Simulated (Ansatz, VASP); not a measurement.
# One calculation of BaTiO3, two programs

The input POSCAR:

```
BaTiO3
1.0
   -3.9477112000     -3.9477112000      0.0000000000
   -3.9477112000      3.9477112000      0.0000000000
    0.0000000000      0.0000000000     -3.9477112000
Ba Ti O
2 2 6
Direct
    0.0000000000      0.0000000000      0.0000000000
    0.5000000000      0.5000000000      0.0000000000
    0.0000000000      0.5000000000      0.5000000000
    0.5000000000      0.0000000000      0.5000000000
    0.0000000000      0.5000000000      0.0000000000
    0.5000000000      0.0000000000      0.0000000000
    0.7500000000      0.2500000000      0.5000000000
    0.2500000000      0.7500000000      0.5000000000
    0.7500000000      0.7500000000      0.5000000000
    0.2500000000      0.2500000000      0.5000000000
```

Contents of INCAR.step1:

```
SYSTEM = BaTiO3
PREC     = Accurate       ! precision mode
ENCUT    = 520            ! plane-wave cutoff, eV
ISMEAR   = 1              ! smearing method
SIGMA    = 0.1246         ! smearing width, eV
LREAL    = .FALSE.        ! projectors in reciprocal space
LASPH    = .TRUE.         ! aspherical terms in the spheres
NELM     = 150            ! most SCF steps
ISPIN    = 2              ! spin polarisation
MAGMOM   = 0 0 0 0 0 0 0 0 0 0 ! initial moments
LMAXMIX  = 4              ! l up to which the mixer works
NBANDS   = 55             ! bands
GGA      = PE             ! functional
ALGO     = Normal         ! electronic algorithm
EDIFF    = 1E-4           ! SCF threshold, eV
LWAVE    = .TRUE.         ! write WAVECAR
LCHARG   = .FALSE.        ! write CHGCAR
```

The input INCAR.step2:

```
SYSTEM = BaTiO3
PREC     = Accurate       ! precision mode
ENCUT    = 520            ! plane-wave cutoff, eV
EDIFF    = 1E-6           ! SCF threshold, eV
ISMEAR   = 1              ! smearing method
SIGMA    = 0.1246         ! smearing width, eV
LREAL    = .FALSE.        ! projectors in reciprocal space
LASPH    = .TRUE.         ! aspherical terms in the spheres
NELM     = 150            ! most SCF steps
ALGO     = Normal         ! electronic algorithm
ISIF     = 2              ! what is computed and relaxed
LWAVE    = .FALSE.        ! write WAVECAR
LCHARG   = .FALSE.        ! write CHGCAR
ISPIN    = 2              ! spin polarisation
MAGMOM   = 0 0 0 0 0 0 0 0 0 0 ! initial moments
LORBIT   = 11             ! projections on sites
LMAXMIX  = 4              ! l up to which the mixer works
METAGGA  = R2SCAN         ! meta-GGA
LMIXTAU  = .TRUE.       
NBANDS   = 55             ! bands
ISTART   = 1
```

The input KPOINTS:

```
regular mesh
0
G
  4 4 6
  0 0 0
```

Input for Ansatz:

```yaml
crystal:
  lattice:
    - [3.9477112, 3.9477112, 0.0]
    - [3.9477112, -3.9477112, 0.0]
    - [0.0, 0.0, 3.9477112]
  atoms:
    - { symbol: Ba, position: [0.0, 0.0, 0.0] }
    - { symbol: Ba, position: [0.5, 0.5, 0.0] }
    - { symbol: Ti, position: [0.0, 0.5, 0.5] }
    - { symbol: Ti, position: [0.5, 0.0, 0.5] }
    - { symbol: O, position: [0.0, 0.5, 0.0] }
    - { symbol: O, position: [0.5, 0.0, 0.0] }
    - { symbol: O, position: [0.25, 0.75, 0.5] }
    - { symbol: O, position: [0.75, 0.25, 0.5] }
    - { symbol: O, position: [0.25, 0.25, 0.5] }
    - { symbol: O, position: [0.75, 0.75, 0.5] }
kpoints:
  mp_grid: { grid: [4, 4, 6], shift: [0, 0, 0] }
  band_path:
    path:
      - [0.0, 0.0, 0.0]
      - [0.5, -0.5, 0.0]
      - [1.0, 0.0, 0.0]
      - [0.0, 0.0, 0.0]
      - [1.0, 0.0, 0.5]
      - [0.5, -0.5, 0.0]
      - [1.0, 0.0, 0.5]
      - [1.0, 0.0, 0.0]
    npoints: 8
magnetization:
  spin_polarized: true
scf:
  occupations: { method: methfessel_paxton, width: 0.1246 }
  lower_state_search: "off"
  max_iter: 200
hamiltonian:
  pseudopotentials: { kind: paw }
  xc: r2scan
basis:
  ecutwfc: 500
  fft_grid_basis: typed
output:
  forces: true
  stress: true
  eigenvalues: true
  bader: true
  populations: true
  elf: true
  write_potential: true
  volumetric_format: npy
  dos:
    e_range: [-12, 8]
    de: 0.05
    projected: { site_lists: { Ba: [Ba], O: [O], Ti: [Ti] } }
checkpoint:
  read: saved_state
```

Alike in both runs: task single point; functional r2SCAN; k mesh 4 × 4 × 6; occupations methfessel-paxton of order 1, width 0.1246 eV; collinear spin.

```csv
,VASP,Ansatz
version,VASP 6.6.1,Ansatz 0.2.0
potentials or method,"VASP PAW PBE potentials, release 64 (Ba_sv, Ti_sv, O), cutoff 520 eV",PAW plane waves
valence electrons in the cell,80,80
```

```tsv
	VASP	Ansatz	Ansatz less VASP
gap on the k mesh at the Fermi level (eV)	2.23	2.26	+0.031
pressure (GPa)	9.1	6.8	-2.22
net moment per atom (μB)	0.00	0.00	0.000
```

VASP's potentials were made for PBE, not for r2SCAN. With one functional, cell and mesh, what is left measures potentials, basis and numerics. Ansatz's warnings: no starting moments, stability check not made.

Neither program's run includes spin-orbit coupling.
